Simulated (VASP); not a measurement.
# HfB (Fm-3m) in VASP: further runs

HfB is run at these levels: LDA, PBE; tasks: electric field gradients.

All numbers are computed with VASP 6.6.1; they aren't measurements. Logs are shortened: lines on timing, memory, paths and dates and some standing lists are left out, and cuts for length are marked.

### 1 The cell of the first run

It takes space group Fm-3m (No. 225, cubic). The conventional cell has a = 4.558 Å, b = 4.558 Å, c = 4.558 Å, α = 90.00°, β = 90.00°, γ = 90.00°. Within 3.0 Å of Hf (site symmetry m-3m) lie 6 B at 2.28 Å. Within 3.0 Å of B (site symmetry m-3m) lie 6 Hf at 2.28 Å.

### 2 Electric field gradients, LDA (11.83 Å³/atom)

INCAR reads:

```
ALGO     = Normal         # electronic algorithm
EDIFF    = 1E-8           # SCF threshold, eV
ENCUT    = 520            # plane-wave cutoff, eV
GGA      = CA             # functional
ISIF     = 2              # what is computed and relaxed
ISMEAR   = -1             # smearing method
LASPH    = True           # aspherical terms in the spheres
LCHARG   = False          # write CHGCAR
LEFG     = True         
LREAL    = False          # projectors in reciprocal space
LWAVE    = False          # write WAVECAR
NBANDS   = 14             # bands
NELM     = 60             # most SCF steps
PREC     = Accurate       # precision mode
SIGMA    = 0.05           # smearing width, eV
```

KPOINTS reads:

```
k-points
0
Gamma
  15 15 15
```

POSCAR reads:

```
HfB
1.0
    0.0000000000      2.2787799567      2.2787799567
    2.2787799567      0.0000000000      2.2787799567
    2.2787799567      2.2787799567      0.0000000000
Hf B
1 1
Direct
    0.5000000000      0.5000000000      0.5000000000
    0.0000000000      0.0000000000      0.0000000000
```

Potentials or basis: VASP PAW LDA potentials, release 64 (Hf_pv, B).

Command:

```bash
$ cat potpaw_LDA.64/Hf_pv/POTCAR potpaw_LDA.64/B/POTCAR > POTCAR
$ mpirun -np 1 vasp_std > vasp.out
```

OUTCAR:

```text
EDIFF = 1E-8
   ENCUT = 520
   GGA = CA
   ISIF = 2
   ISMEAR = -1
   LASPH = True
   LREAL = False
   NELM = 60
   PREC = Accurate

 ion  position               nearest neighbor table
   1  0.500  0.500  0.500-   2 2.28   2 2.28   2 2.28   2 2.28   2 2.28   2 2.28
   2  0.000  0.000  0.000-   1 2.28   1 2.28   1 2.28   1 2.28   1 2.28   1 2.28

  LATTYP: Found a face centered cubic cell.
 ALAT       =     4.5575599134

  Lattice vectors:

 A1 = (   0.0000000000,   2.2787799567,   2.2787799567)
 A2 = (   2.2787799567,   0.0000000000,   2.2787799567)
 A3 = (   2.2787799567,   2.2787799567,   0.0000000000)

Analysis of symmetry for initial positions (statically):
=====================================================================
 Subroutine PRICEL returns:
 Original cell was already a primitive cell.

 Routine SETGRP: Setting up the symmetry group for a
 face centered cubic supercell.

 Subroutine GETGRP returns: Found 48 space group operations
 (whereof 48 operations were pure point group operations)
 out of a pool of 48 trial point group operations.

The static configuration has the point symmetry O_h .

Analysis of symmetry for dynamics (positions and initial velocities):
=====================================================================
 Subroutine PRICEL returns:
 Original cell was already a primitive cell.

 Routine SETGRP: Setting up the symmetry group for a
 face centered cubic supercell.

 Subroutine GETGRP returns: Found 48 space group operations
 (whereof 48 operations were pure point group operations)
 out of a pool of 48 trial point group operations.

The dynamic configuration has the point symmetry O_h .

 Subroutine INISYM returns: Found 48 space group operations
 (whereof 48 operations are pure point group operations),
 and found     1 'primitive' translations

----------------------------------------------------------------------------------------

                                     Primitive cell

  volume of cell :      23.6667

  direct lattice vectors                    reciprocal lattice vectors
     0.000000000  2.278779957  2.278779957    -0.219415656  0.219415656  0.219415656
     2.278779957  0.000000000  2.278779957     0.219415656 -0.219415656  0.219415656
     2.278779957  2.278779957  0.000000000     0.219415656  0.219415656 -0.219415656

  length of vectors
     3.222681520  3.222681520  3.222681520     0.380039065  0.380039065  0.380039065

  position of ions in fractional coordinates (direct lattice)
     0.500000000  0.500000000  0.500000000
     0.000000000  0.000000000  0.000000000

  ion indices of the primitive-cell ions
   primitive index   ion index
                 1           1
                 2           2

----------------------------------------------------------------------------------------

 KPOINTS: k-points

Automatic generation of k-mesh.
 Grid dimensions read from file:
 generate k-points for:   15   15   15

 Generating k-lattice:

  Cartesian coordinates                     Fractional coordinates (reciprocal lattice)
    -0.014627710  0.014627710  0.014627710     0.066666667  0.000000000  0.000000000
     0.014627710 -0.014627710  0.014627710     0.000000000  0.066666667  0.000000000
     0.014627710  0.014627710 -0.014627710     0.000000000  0.000000000  0.066666667

  Length of vectors
     0.025335938  0.025335938  0.025335938

  Shift w.r.t. Gamma in fractional coordinates (k-lattice)
     0.000000000  0.000000000  0.000000000

 Subroutine IBZKPT returns following result:
 ===========================================

 Found    120 irreducible k-points:

 Following reciprocal coordinates:
            Coordinates               Weight
  0.000000  0.000000  0.000000      1.000000
  0.066667  0.000000  0.000000      8.000000
  0.133333  0.000000  0.000000      8.000000
  0.200000  0.000000  0.000000      8.000000
  0.266667  0.000000  0.000000      8.000000
  0.333333  0.000000  0.000000      8.000000
[... 16 lines left out ...]
  0.133333  0.133333  0.000000      6.000000
  0.200000  0.133333  0.000000     24.000000
 [... further k-points ...]
   k-points           NKPTS =    120   k-points in BZ     NKDIM =    120   number of bands    NBANDS=     14
   number of dos      NEDOS =    301   number of ions     NIONS =      2
   total plane-waves  NPLWV =  13824
   dimension x,y,z NGX =    24 NGY =   24 NGZ =   24
   dimension x,y,z NGXF=    48 NGYF=   48 NGZF=   48
   ions per type =               1   1
   NGX,Y,Z   is equivalent  to a cutoff of  12.38, 12.38, 12.38 a.u.
   NGXF,Y,Z  is equivalent  to a cutoff of  24.76, 24.76, 24.76 a.u.
 SYSTEM =  unknown system
   PREC   = accura    normal or accurate (medium, high low for compatibility)
   ISTART =      0    job   : 0-new  1-cont  2-samecut
   ICHARG =      2    charge: 1-file 2-atom 10-const
   ISPIN  =      1    spin polarized calculation?
   LNONCOLLINEAR =      F non collinear calculations
   LSORBIT =      F    spin-orbit coupling
   LASPH  =      T    aspherical Exc in radial PAW
   ENCUT  =  520.0 eV  38.22 Ry    6.18 a.u.   5.99  5.99  5.99*2*pi/ulx,y,z
   NELM   =     60;   NELMIN=  2; NELMDL= -5     # of ELM steps
   EDIFF  = 0.1E-07   stopping-criterion for ELM
   LREAL  =      F    real-space projection
   EDIFFG = 0.1E-06   stopping-criterion for IOM
   NSW    =      0    number of steps for IOM
   IBRION =     -1    ionic relax: 0-MD 1-quasi-New 2-CG
   NFREE  =      0    steps in history (QN), initial steepest desc. (CG)
   ISIF   =      2    stress and relaxation
   ISYM   =      2    0-nonsym 1-usesym 2-fastsym
   POTIM  = 0.5000    time-step for ionic-motion
   TEBEG  =    0.0;   TEEND  =   0.0 temperature during run
   PSTRESS=    0.0 pullay stress
   NELECT =      13.0000    total number of electrons
   NUPDOWN=      -1.0000    fix difference up-down
   EMIN   =  10.00;   EMAX   =-10.00  energy-range for DOS
   EFERMI =   0.00;   METHOD = LEGACY
   ISMEAR =    -1;   SIGMA  =   0.05  broadening in eV -4-tet -1-fermi 0-gaus
   EFERMI_NEDOS =   21; number of points for ismear=-14 and -15
   IALGO  =     38    algorithm
   IMIX   =      4    mixing-type and parameters
     AMIX     =   0.40;   BMIX     =  1.00
     AMIX_MAG =   1.60;   BMIX_MAG =  1.00
  volume/ion in A,a.u.               =      11.83        79.86
  Fermi-wavevector in a.u.,A,eV,Ry     =   1.340737  2.533625 24.457498  1.797575
  Thomas-Fermi vector in A             =   2.469026
   LORBIT       =      0    0 simple, 1 ext, 2 COOP (PROOUT), +10 PAW based schemes
   GGA     = CA    functional components
   LHFCALC =     F    Hartree Fock is set to
   AEXX    =    0.0000 exact exchange contribution
   IVDW    =     0    specifies the selected vdW correction
   LEPSILON=     F    determine dielectric tensor
   LRPA    =     F    only Hartree local field effects (RPA)
 non-spin polarized calculation
  energy-cutoff  :      520.00
  volume of cell :       23.67
 maximum number of plane-waves:       650
   NGX = 11   NGY = 11   NGZ = 11

 number of electron      13.0000001 magnetization

 Free energy of the ion-electron system (eV)
  ---------------------------------------------------
  ext. energy  EPLUGINS =         0.00000000
  ---------------------------------------------------
  free energy    TOTEN  =       -18.71770631 eV

  energy without entropy =      -18.70945443  energy(sigma->0) =      -18.71358037

 E-fermi :   5.3725     XC(G=0): -12.6464

 val. band max:        5.3383607830   @ k =  -0.1333   0.2000   0.0667
 cond. band min:       5.4037639444   @ k =  -0.2000   0.0667   0.0000
 fundamental gap:      0.0654031615
 Fermi energy:         5.3724732620

 k-point     1 :       0.0000    0.0000    0.0000
  band No.  band energies     occupation
      1     -22.5854      2.00000
      2     -22.5854      2.00000
      3     -22.5854      2.00000
      4      -4.1889      2.00000
      5       7.5231      0.00000
      6       7.5231      0.00000
      7       7.5231      0.00000
      8       9.4545      0.00000
      9       9.4545      0.00000
     10       9.4545      0.00000
     11       9.6838      0.00000
     12       9.6838      0.00000
     13      17.2841      0.00000
     14      19.1218      0.00000

 k-point     2 :       0.0667    0.0000    0.0000
  band No.  band energies     occupation
      1     -22.6258      2.00000
      2     -22.5894      2.00000
      3     -22.5894      2.00000
      4      -4.0515      2.00000
      5       7.0680      0.00000
      6       7.4469      0.00000
      7       7.4469      0.00000
      8       8.4921      0.00000
      9       8.4921      0.00000
     10       9.7110      0.00000
     11      10.9932      0.00000
     12      10.9932      0.00000
     13      17.6315      0.00000
     14      19.2528      0.00000

 k-point     3 :       0.1333    0.0000    0.0000
  band No.  band energies     occupation
      1     -22.7381      2.00000
      2     -22.6006      2.00000
      3     -22.6006      2.00000
      4      -3.6536      2.00000
      5       6.1469      0.00000
      6       6.7672      0.00000
      7       6.7672      0.00000
      8       8.3960      0.00000
      9       8.3960      0.00000
     10      10.1073      0.00000
     11      12.5699      0.00000
     12      12.5699      0.00000
     13      18.5962      0.00000
     14      19.5675      0.00000
[... 324 lines left out ...]
 k-point    23 :       0.1333    0.1333    0.0000
  band No.  band energies     occupation
      1     -22.7271      2.00000
      2     -22.6367      2.00000
      3     -22.6367      2.00000
      4      -3.4852      2.00000
      5       5.6957      0.00311
      6       6.7000      0.00000
      7       7.0524      0.00000
      8       7.0524      0.00000
      9       9.9775      0.00000
     10      10.8877      0.00000
     11      10.8877      0.00000
     12      13.8406      0.00000
     13      18.9848      0.00000
     14      19.7865      0.00000

 k-point    24 :       0.2000    0.1333    0.0000
  band No.  band energies     occupation
      1     -22.8320      2.00000
      2     -22.6618      2.00000
      3     -22.6523      2.00000
      4      -3.0424      2.00000
      5       4.8678      1.99992
      6       6.0019      0.00001
      7       6.7539      0.00000
      8       7.3575      0.00000
      9       9.9808      0.00000
     10      11.3757      0.00000
     11      12.0135      0.00000
     12      14.9852      0.00000
     13      19.8444      0.00000
     14      19.9753      0.00000

 [... further k-points ...]

------------------------ aborting loop because EDIFF is reached ----------------------------------------

  FORCE on cell =-STRESS in cart. coord.  units (eV):
  Direction    XX          YY          ZZ          XY          YZ          ZX
  --------------------------------------------------------------------------------------
  -------------------------------------------------------------------------------------
  Total        4.6840675      4.6840675      4.6840675     -0.0000000     -0.0000000      0.0000000
  in kB      317.1002280    317.1002280    317.1002280     -0.0000000     -0.0000000      0.0000000
  external PRESSURE =     317.1002280 kB  Pullay stress =       0.0000000 kB

 VOLUME and BASIS-vectors are now :
 -----------------------------------------------------------------------------
  energy-cutoff  :      520.00
  volume of cell :       23.67
      direct lattice vectors                 reciprocal lattice vectors
     0.000000000  2.278779957  2.278779957    -0.219415656  0.219415656  0.219415656
     2.278779957  0.000000000  2.278779957     0.219415656 -0.219415656  0.219415656
     2.278779957  2.278779957  0.000000000     0.219415656  0.219415656 -0.219415656

 POSITION                                       TOTAL-FORCE (eV/Angst)
 -----------------------------------------------------------------------------------
      2.27878      2.27878      2.27878        -0.000000     -0.000000     -0.000000
      0.00000      0.00000      0.00000         0.000000      0.000000      0.000000
 -----------------------------------------------------------------------------------
    total drift:                               -0.000000     -0.000000      0.000000

  FREE ENERGIE OF THE ION-ELECTRON SYSTEM (eV)
  ---------------------------------------------------
  free  energy   TOTEN  =       -18.7177063147 eV

  energy  without entropy=      -18.7094544271  energy(sigma->0) =      -18.71358037

 Electric field gradients (V/A^2)
---------------------------------------------------------------------
 ion       V_xx      V_yy      V_zz      V_xy      V_xz      V_yz
---------------------------------------------------------------------
   1      -0.000    -0.000     0.000    -0.000    -0.000    -0.000
   2      -0.000     0.000     0.000     0.000     0.000     0.000
---------------------------------------------------------------------

 Electric field gradients after diagonalization (V/A^2)
 (convention: |V_zz| > |V_xx| > |V_yy|)
----------------------------------------------------------------------
 ion       V_xx      V_yy      V_zz     asymmetry (V_yy - V_xx)/ V_zz
----------------------------------------------------------------------
   1       0.000     0.000    -0.001       0.000
   2      -0.000    -0.000     0.000       0.000
----------------------------------------------------------------------

           NMR quadrupolar parameters

 Cq : quadrupolar parameter    Cq=e*Q*V_zz/h
 eta: asymmetry parameters     (V_yy - V_xx)/ V_zz
 Q  : nuclear electric quadrupole moment in mb (millibarn)
----------------------------------------------------------------------
 ion       Cq(MHz)       eta       Q (mb)
----------------------------------------------------------------------
   1      -0.000       0.000       1.000
   2       0.000       0.000       1.000
----------------------------------------------------------------------
```

Wall time 20 s (1 thread of AMD EPYC 9R45 (Zen 5), shared host); peak memory 0.13 GiB.

What came out:

```yaml
Free_energy: -18.7177 eV
Pressure: 31.7 GPa
Band_gap_on_the_k_mesh: zero (an odd number of electrons rules out a gap without spin polarisation)
Largest_electric_field_gradient_by_atom: zero within the noise of the run
```

Caveat: the cell stands under pressure; spin-orbit coupling is left out, which moves the levels of the heavy elements.

### 3 Electric field gradients, PBE, non-collinear spin, zero start, spin-orbit coupling

This run uses another cell than the first one, of 12.33 Å³/atom.

INCAR reads:

```
PREC = Accurate ; ENCUT = 520
EDIFF = 1E-8 ; ISMEAR = -1
SIGMA = 0.05 ; LREAL = False
LASPH = True ; NELM = 150
ALGO = Normal ; ISIF = 2
LWAVE = False ; LCHARG = False
LNONCOLLINEAR = True ; MAGMOM = 0 0 0 0 0 0
LORBIT = 11 ; LSORBIT = True
GGA_COMPAT = False ; LORBMOM = True
LMAXMIX = 4 ; GGA = PE
LEFG = True ; NBANDS = 25
```

KPOINTS reads:

```
Automatic mesh
0
Gamma
  15 15 15
```

POSCAR reads:

```
HfB
1.0
    0.0000000000      2.3100000000      2.3100000000
    2.3100000000      0.0000000000      2.3100000000
    2.3100000000      2.3100000000      0.0000000000
Hf B
1 1
Direct
    0.5000000000      0.5000000000      0.5000000000
    0.0000000000      0.0000000000      0.0000000000
```

Potentials or basis: VASP PAW PBE potentials, release 64 (Hf_pv, B).

Command:

```bash
$ cat potpaw_PBE.64/Hf_pv/POTCAR potpaw_PBE.64/B/POTCAR > POTCAR
$ mpirun -np 1 vasp_ncl > vasp.out
```

OUTCAR:

```text
PREC = Accurate
   ENCUT = 520
   EDIFF = 1E-8
   ISMEAR = -1
   LREAL = False
   LASPH = True
   NELM = 150
   ISIF = 2
   LNONCOLLINEAR = True
   LORBIT = 11
   LSORBIT = True
   GGA = PE

 ion  position               nearest neighbor table
   1  0.500  0.500  0.500-   2 2.31   2 2.31   2 2.31   2 2.31   2 2.31   2 2.31
   2  0.000  0.000  0.000-   1 2.31   1 2.31   1 2.31   1 2.31   1 2.31   1 2.31

  LATTYP: Found a face centered cubic cell.
 ALAT       =     4.6200000000

  Lattice vectors:

 A1 = (   0.0000000000,   2.3100000000,   2.3100000000)
 A2 = (   2.3100000000,   0.0000000000,   2.3100000000)
 A3 = (   2.3100000000,   2.3100000000,   0.0000000000)

[... 991 lines left out ...]
     0.0000000     0.0000000     0.0000000     0.0000000     0.0000000
 l=   3
     0.0000000     0.0000000     0.0000000     0.0000000     0.0000000     0.0000000     0.0000000
     0.0000000     0.0000000     0.0000000     0.0000000     0.0000000     0.0000000     0.0000000
     0.0000000     0.0000000     0.0000000     0.0000000     0.0000000     0.0000000     0.0000000
     0.0000000     0.0000000     0.0000000     0.0000000     0.0000000     0.0000000     0.0000000
     0.0000000     0.0000000     0.0000000     0.0000000     0.0000000     0.0000000     0.0000000
     0.0000000     0.0000000     0.0000000     0.0000000     0.0000000     0.0000000     0.0000000
     0.0000000     0.0000000     0.0000000     0.0000000     0.0000000     0.0000000     0.0000000

 total charge

# of ion       s       p       d       tot
------------------------------------------
    1        0.356   6.722   1.876   8.954
    2        0.798   1.151   0.000   1.950
--------------------------------------------------
tot          1.154   7.874   1.876  10.903

 magnetization (x)

# of ion       s       p       d       tot
------------------------------------------
    1        0.000   0.000   0.000   0.000
    2       -0.000  -0.000   0.000  -0.000
--------------------------------------------------
tot         -0.000  -0.000   0.000  -0.000

 magnetization (y)

# of ion       s       p       d       tot
------------------------------------------
    1        0.000   0.000   0.000   0.000
    2        0.000  -0.000   0.000  -0.000
--------------------------------------------------
tot          0.000  -0.000   0.000  -0.000

 magnetization (z)

# of ion       s       p       d       tot
------------------------------------------
    1        0.000  -0.000  -0.000  -0.000
    2        0.000  -0.000   0.000  -0.000
--------------------------------------------------
tot          0.000  -0.000  -0.000  -0.000
```

Wall time 97 s (1 thread of AMD EPYC 9R45 (Zen 5), shared host); peak memory 0.25 GiB.

Results:

| Property | Result |
| --- | --- |
| Free energy | -17.8338 eV |
| Pressure | 30.3 GPa |
| Net moment | 0.00 μB per cell |
| Largest electric field gradient by atom | zero within the noise of the run |
| Valence electrons inside the program's atomic spheres | Hf 8.95; B 1.95 |

Moments on the atoms (μB; x, y, z):
```
Hf  0.00 0.00 0.00
B   0.00 0.00 0.00
```

Caveat: the cell stands under pressure.
